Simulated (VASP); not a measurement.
# H5W20CN in VASP: single point with PBE+D3(BJ)

Aim: the single point of H5W20CN with PBE+D3(BJ).

Everything below comes from runs of VASP 6.6.1. Logs are shortened: lines on timing, memory, paths and dates and some standing lists are left out, and cuts for length are marked.

## 1. The cell of the first run

The cell holds a slab with vacuum, 27 atoms: a = 6.319 Å, b = 6.319 Å, c = 26.235 Å, α = 90.00°, β = 90.00°, γ = 90.00°.

## 2. Single point, PBE+D3(BJ)

INCAR reads:

```
PREC     = Accurate       # precision mode
ENCUT    = 520            # plane-wave cutoff, eV
EDIFF    = 1E-6           # SCF threshold, eV
ISMEAR   = 0              # smearing method
SIGMA    = 0.1            # smearing width, eV
LREAL    = Auto         
LASPH    = T              # aspherical terms in the spheres
NELM     = 60             # most SCF steps
ALGO     = Fast           # electronic algorithm
ISIF     = 2              # what is computed and relaxed
LWAVE    = F              # write WAVECAR
LCHARG   = T              # write CHGCAR
LDIPOL   = T            
IDIPOL   = 3            
DIPOL    = 0.5 0.5 0.484
GGA      = PE             # functional
IVDW     = 12             # dispersion correction
LELF     = T              # ELF
LVHAR    = T            
LVACPOTAV= T            
NBANDS   = 166            # bands
```

KPOINTS reads:

```
Automatic mesh
0
Gamma
  3 3 1
```

POSCAR reads:

```
H5W20CN
1.0
    6.3187499463      0.0000000000      0.0000000000
    0.0000000000      6.3187499463      0.0000000000
    0.0000000000      0.0000000000     26.2350499463
W C N H
20 1 1 5
Direct
    0.2500000000      0.7500000000      0.3049355734
    0.2500000000      0.2500000000      0.3049355734
    0.7500000000      0.7500000000      0.3049355734
    0.7500000000      0.2500000000      0.3049355734
    0.5000000000      0.5000000000      0.3651484371
    0.5000000000      0.0000000000      0.3651484371
    0.0000000000      0.5000000000      0.3651484371
    0.0000000000      0.0000000000      0.3651484371
    0.7482422103      0.2479688387      0.4255159083
    0.7510134683      0.7515883389      0.4253523908
    0.2521108864      0.2522525640      0.4254066283
    0.2485227250      0.7482246189      0.4253510883
    0.0049713543      0.0039239043      0.4862080203
   -0.0036422098      0.4952798355      0.4862365367
    0.4946389086     -0.0037330471      0.4865935080
    0.5045064967      0.5038133423      0.4862099705
    0.2215929317      0.7184129865      0.5432955420
    0.2749684642      0.2788861920      0.5458624251
    0.7797686718      0.7799689974      0.5436662982
    0.7241137559      0.2189833713      0.5428082860
    1.0774147138      0.2798619099      0.6600495222
    1.2670241007      0.2187416799      0.6304173343
    0.9407167035      0.1936017156      0.6442362673
    1.0490452188      0.4498315274      0.6548473425
    1.0945665873      0.2409982418      0.7007416020
    1.2908033271      0.0574203563      0.6323105606
    1.4001826690      0.2879722280      0.6451130053
```

Potentials or basis: VASP PAW PBE potentials, release 64 (W_sv, C, N, H).

On the command line:

```sh
cat potpaw_PBE.64/W_sv/POTCAR potpaw_PBE.64/C/POTCAR potpaw_PBE.64/N/POTCAR potpaw_PBE.64/H/POTCAR > POTCAR
mpirun -np 1 vasp_std > vasp.out
```

OUTCAR:

```text
PREC = Accurate
   ENCUT = 520
   EDIFF = 1E-6
   ISMEAR = 0
   LREAL = Auto
   LASPH = T
   NELM = 60
   ISIF = 2
   GGA = PE
   IVDW = 12
 IVDW          = 12

 ion  position               nearest neighbor table
   1  0.250  0.750  0.305-   5 2.74   6 2.74   7 2.74   8 2.74  12 3.16   3 3.16   2 3.16   2 3.16
                             3 3.16
   2  0.250  0.250  0.305-   5 2.74   6 2.74   7 2.74   8 2.74   1 3.16   4 3.16   1 3.16   4 3.16
                            11 3.16
   3  0.750  0.750  0.305-   5 2.74   6 2.74   7 2.74   8 2.74  10 3.16   4 3.16   1 3.16   4 3.16
                             1 3.16
   4  0.750  0.250  0.305-   5 2.74   6 2.74   7 2.74   8 2.74   2 3.16   3 3.16   3 3.16   2 3.16
                             9 3.16
   5  0.500  0.500  0.365-  11 2.72  12 2.73   3 2.74   4 2.74   1 2.74   2 2.74   9 2.74  10 2.75
                             6 3.16   7 3.16   6 3.16   7 3.16  16 3.18
   6  0.500  0.000  0.365-   9 2.72  10 2.73   3 2.74   4 2.74   1 2.74   2 2.74  11 2.74  12 2.75
                             5 3.16   8 3.16   5 3.16   8 3.16  15 3.19
   7  0.000  0.500  0.365-  12 2.72   2 2.74   3 2.74   4 2.74   1 2.74  11 2.74  10 2.74   9 2.75
                             5 3.16   8 3.16   8 3.16   5 3.16  14 3.18
   8  0.000  0.000  0.365-  10 2.73   2 2.74   3 2.74   4 2.74   1 2.74  12 2.74   9 2.74  11 2.75
                             6 3.16   7 3.16   7 3.16   6 3.16  13 3.18
   9  0.748  0.248  0.426-   6 2.72  14 2.73   8 2.74   5 2.74  16 2.74  13 2.75   7 2.75  15 2.77
[... 5 lines left out ...]
  12  0.249  0.748  0.425-   7 2.72  15 2.73   5 2.73   8 2.74  13 2.74   6 2.75  16 2.75  14 2.76
                            17 3.10  11 3.13  10 3.14   1 3.16  10 3.18  11 3.18
  13  0.005  0.004  0.486-  19 2.51  20 2.68  17 2.72  11 2.73  12 2.74   9 2.75  10 2.77  18 2.89
                            15 3.09  14 3.11   8 3.18  14 3.21  15 3.23
  14  0.996  0.495  0.486-  17 2.50  19 2.72  18 2.72   9 2.73  11 2.74  10 2.75  12 2.76  20 2.87
                            13 3.11  16 3.11   7 3.18  16 3.21  13 3.21
  15  0.495  0.996  0.487-  20 2.50  19 2.71  12 2.73  18 2.74  11 2.75  10 2.76   9 2.77  17 2.88
                            13 3.09  16 3.11   6 3.19  16 3.21  13 3.23
  16  0.505  0.504  0.486-  18 2.56  17 2.70  20 2.71  10 2.73   9 2.74  12 2.75  11 2.76  19 2.89
                            14 3.11  15 3.11   5 3.18  15 3.21  14 3.21
  17  0.222  0.718  0.543-  14 2.50  16 2.70  13 2.72  18 2.80  19 2.82  15 2.88  12 3.10
  18  0.275  0.279  0.546-  22 2.25  16 2.56  14 2.72  15 2.74  17 2.80  20 2.86  13 2.89  11 3.17

  19  0.780  0.780  0.544-  13 2.51  15 2.71  14 2.72  20 2.80  17 2.82  16 2.89  10 3.11
  20  0.724  0.219  0.543-  15 2.50  13 2.68  16 2.71  19 2.80  18 2.86  14 2.87   9 3.09
  21  0.077  0.280  0.660-  24 1.10  25 1.10  23 1.10  22 1.48
  22  0.267  0.219  0.630-  27 1.02  26 1.03  21 1.48  18 2.25
  23  0.941  0.194  0.644-  21 1.10
  24  0.049  0.450  0.655-  21 1.10
  25  0.095  0.241  0.701-  21 1.10
  26  0.291  0.057  0.632-  22 1.03
  27  0.400  0.288  0.645-  22 1.02

  LATTYP: Found a simple tetragonal cell.
 ALAT       =     6.3187499463
 C/A-ratio  =     4.1519367231

  Lattice vectors:

 A1 = (   6.3187499463,   0.0000000000,   0.0000000000)
 A2 = (   0.0000000000,   6.3187499463,   0.0000000000)
 A3 = (   0.0000000000,   0.0000000000,  26.2350499463)

Analysis of symmetry for initial positions (statically):
=====================================================================
 Subroutine PRICEL returns:
 Original cell was already a primitive cell.

 Routine SETGRP: Setting up the symmetry group for a
 simple tetragonal supercell.

 Subroutine GETGRP returns: Found  1 space group operations
 (whereof  1 operations were pure point group operations)
 out of a pool of 16 trial point group operations.

The static configuration has the point symmetry C_1 .

Analysis of symmetry for dynamics (positions and initial velocities):
=====================================================================
 Subroutine PRICEL returns:
 Original cell was already a primitive cell.

 Routine SETGRP: Setting up the symmetry group for a
 simple tetragonal supercell.

 Subroutine GETGRP returns: Found  1 space group operations
 (whereof  1 operations were pure point group operations)
 out of a pool of 16 trial point group operations.

The dynamic configuration has the point symmetry C_1 .

 Subroutine INISYM returns: Found  1 space group operations
 (whereof  1 operations are pure point group operations),
 and found     1 'primitive' translations

[... 81 lines left out ...]
 Generating k-lattice:

  Cartesian coordinates                     Fractional coordinates (reciprocal lattice)
     0.052753050  0.000000000  0.000000000     0.333333333  0.000000000  0.000000000
     0.000000000  0.052753050  0.000000000     0.000000000  0.333333333  0.000000000
     0.000000000  0.000000000  0.038116947     0.000000000  0.000000000  1.000000000

  Length of vectors
     0.052753050  0.052753050  0.038116947

  Shift w.r.t. Gamma in fractional coordinates (k-lattice)
     0.000000000  0.000000000  0.000000000

 Subroutine IBZKPT returns following result:
 ===========================================

 Found      5 irreducible k-points:

 Following reciprocal coordinates:
            Coordinates               Weight
  0.000000  0.000000  0.000000      1.000000
  0.333333  0.000000  0.000000      2.000000
  0.000000  0.333333  0.000000      2.000000
  0.333333  0.333333  0.000000      2.000000
 -0.333333  0.333333  0.000000      2.000000
   k-points           NKPTS =      5   k-points in BZ     NKDIM =      5   number of bands    NBANDS=    166
   number of dos      NEDOS =    301   number of ions     NIONS =     27
   total plane-waves  NPLWV = 451584
   dimension x,y,z NGX =    48 NGY =   48 NGZ =  196
   dimension x,y,z NGXF=    96 NGYF=   96 NGZF=  392
   ions per type =              20   1   1   5
   NGX,Y,Z   is equivalent  to a cutoff of  12.63, 12.63, 12.42 a.u.
   NGXF,Y,Z  is equivalent  to a cutoff of  25.26, 25.26, 24.84 a.u.
 SYSTEM =  unknown system
   PREC   = accura    normal or accurate (medium, high low for compatibility)
   ISTART =      0    job   : 0-new  1-cont  2-samecut
   ICHARG =      2    charge: 1-file 2-atom 10-const
   ISPIN  =      1    spin polarized calculation?
   LNONCOLLINEAR =      F non collinear calculations
   LSORBIT =      F    spin-orbit coupling
   LASPH  =      T    aspherical Exc in radial PAW
   ENCUT  =  520.0 eV  38.22 Ry    6.18 a.u.  11.75 11.75 48.78*2*pi/ulx,y,z
   NELM   =     60;   NELMIN=  2; NELMDL= -5     # of ELM steps
   EDIFF  = 0.1E-05   stopping-criterion for ELM
   LREAL  =      T    real-space projection
   EDIFFG = 0.1E-04   stopping-criterion for IOM
   NSW    =      0    number of steps for IOM
   IBRION =     -1    ionic relax: 0-MD 1-quasi-New 2-CG
   NFREE  =      0    steps in history (QN), initial steepest desc. (CG)
   ISIF   =      2    stress and relaxation
   ISYM   =      2    0-nonsym 1-usesym 2-fastsym
   POTIM  = 0.5000    time-step for ionic-motion
   TEBEG  =    0.0;   TEEND  =   0.0 temperature during run
   PSTRESS=    0.0 pullay stress
   NELECT =     294.0000    total number of electrons
   NUPDOWN=      -1.0000    fix difference up-down
   EMIN   =  10.00;   EMAX   =-10.00  energy-range for DOS
   EFERMI =   0.00;   METHOD = LEGACY
   ISMEAR =     0;   SIGMA  =   0.10  broadening in eV -4-tet -1-fermi 0-gaus
   EFERMI_NEDOS =   21; number of points for ismear=-14 and -15
   IALGO  =     68    algorithm
   IMIX   =      4    mixing-type and parameters
     AMIX     =   0.40;   BMIX     =  1.00
     AMIX_MAG =   1.60;   BMIX_MAG =  1.00
  volume/ion in A,a.u.               =      38.80       261.80
  Fermi-wavevector in a.u.,A,eV,Ry     =   1.071871  2.025543 15.631835  1.148907
  Thomas-Fermi vector in A             =   2.207624
   LORBIT       =      0    0 simple, 1 ext, 2 COOP (PROOUT), +10 PAW based schemes
   GGA     = PE    functional components
   LHFCALC =     F    Hartree Fock is set to
   AEXX    =    0.0000 exact exchange contribution
   IVDW    =    12    specifies the selected vdW correction
   LEPSILON=     F    determine dielectric tensor
   LRPA    =     F    only Hartree local field effects (RPA)
 non-spin polarized calculation
 RMM-DIIS sequential band-by-band and
 Gauss-broadening in eV      SIGMA  =   0.10
  energy-cutoff  :      520.00
  volume of cell :     1047.48
 maximum number of plane-waves:     28261
   NGX = 23   NGY = 23   NGZ = 97

 dipolmoment           0.000000      0.000000      0.490959 electrons x Angstroem

 number of electron     294.0000005 magnetization

 dipolmoment           0.000000      0.000000     -0.324439 electrons x Angstroem

 Free energy of the ion-electron system (eV)
  ---------------------------------------------------
  ext. energy  EPLUGINS =         0.00000000
  ---------------------------------------------------
  free energy    TOTEN  =      -275.40755510 eV

  energy without entropy =     -275.29169732  energy(sigma->0) =     -275.34962621

 E-fermi :   1.3550     XC(G=0):  -5.4684

 val. band max:        1.3403582925   @ k =   0.0000   0.3333   0.0000
 cond. band min:       1.3750071738   @ k =   0.0000   0.0000   0.0000
 fundamental gap:      0.0346488814
 Fermi energy:         1.3549851524

 k-point     1 :       0.0000    0.0000    0.0000
  band No.  band energies     occupation
      1     -72.7746      2.00000
      2     -72.7359      2.00000
      3     -72.7212      2.00000
      4     -72.7110      2.00000
      5     -72.7033      2.00000
      6     -72.6917      2.00000
[... 799 lines left out ...]
    158       2.5016      0.00000
    159       2.5198      0.00000
 [bands above 159 left out]

------------------------ aborting loop because EDIFF is reached ----------------------------------------

 Edisp (eV)   -9.92258

 E8    (eV) :    -5.1783

  FORCE on cell =-STRESS in cart. coord.  units (eV):
  Direction    XX          YY          ZZ          XY          YZ          ZX
  --------------------------------------------------------------------------------------
  -------------------------------------------------------------------------------------
  Total     -24.71749   -24.80394    -7.62173     1.31558     0.12679     0.03615
  in kB     -37.80687   -37.93910   -11.65789     2.01226     0.19394     0.05530
  external pressure =      -29.13 kB  Pullay stress =        0.00 kB

 VOLUME and BASIS-vectors are now :
 -----------------------------------------------------------------------------
  energy-cutoff  :      520.00
  volume of cell :     1047.48
      direct lattice vectors                 reciprocal lattice vectors
     6.318749946  0.000000000  0.000000000     0.158259151  0.000000000  0.000000000
     0.000000000  6.318749946  0.000000000     0.000000000  0.158259151  0.000000000
     0.000000000  0.000000000 26.235049946     0.000000000  0.000000000  0.038116947

 POSITION                                       TOTAL-FORCE (eV/Angst)
 -----------------------------------------------------------------------------------
      1.57969      4.73906      8.00000         0.001547     -0.020731      1.302591
      1.57969      1.57969      8.00000        -0.024937     -0.020345      1.324097
      4.73906      4.73906      8.00000        -0.006708     -0.010041      1.318789
      4.73906      1.57969      8.00000        -0.012496     -0.027027      1.326710
      3.15937      3.15937      9.57969         0.018016      0.033037     -1.369476
      3.15937      0.00000      9.57969         0.012268      0.024584     -1.359386
[... 19 lines left out ...]
      1.83751      0.36282     16.58870        -0.003521      0.020088     -0.005716
      2.52865      1.81962     16.92457        -0.018763     -0.002167     -0.014604
 -----------------------------------------------------------------------------------
    total drift:                               -0.014174     -0.000836      0.015482

  FREE ENERGIE OF THE ION-ELECTRON SYSTEM (eV)
  ---------------------------------------------------
  free  energy   TOTEN  =      -285.3301332196 eV

  energy  without entropy=     -285.2142754463  energy(sigma->0) =     -285.27220433

 vacuum level on the upper side and lower side of the slab         4.056         5.526
```

Run time: 74 min. Hardware: 1 thread of Oxide Virtual Turin-like, shared host; peak memory 1.2 GiB.

What came out:

* Free energy: -285.3301 eV
* Largest force: 1.371 eV/Å
* Band gap on the k mesh: zero (bands 147 and 148 overlap by 0.15 eV)
* Dispersion energy per atom: -0.368 eV

Forces on the atoms (eV/Å):
```
W    0.002 -0.021  1.303
W   -0.025 -0.020  1.324
W   -0.007 -0.010  1.319
W   -0.012 -0.027  1.327
W    0.018  0.033 -1.369
W    0.012  0.025 -1.359
W    0.019  0.014 -1.360
W   -0.002  0.010 -1.371
W   -0.005 -0.004 -0.002
W    0.003  0.004 -0.001
W    0.005  0.002 -0.003
W   -0.003 -0.004 -0.006
W    0.019  0.022 -0.008
W   -0.020 -0.023 -0.010
W   -0.018 -0.021 -0.006
W    0.013  0.011  0.004
W    0.021  0.027  0.059
W   -0.019 -0.011  0.027
W   -0.020 -0.022  0.053
W    0.025  0.024  0.057
C   -0.065  0.018  0.016
N    0.066 -0.036  0.012
H    0.005 -0.006 -0.001
H    0.009  0.000  0.001
H    0.003 -0.003  0.015
H   -0.004  0.020 -0.006
H   -0.019 -0.002 -0.015
```

Caveat: spin-orbit coupling is left out, which moves the levels of the heavy elements.

The gap in the log of VASP goes by the Fermi energy; the results here count the filled bands.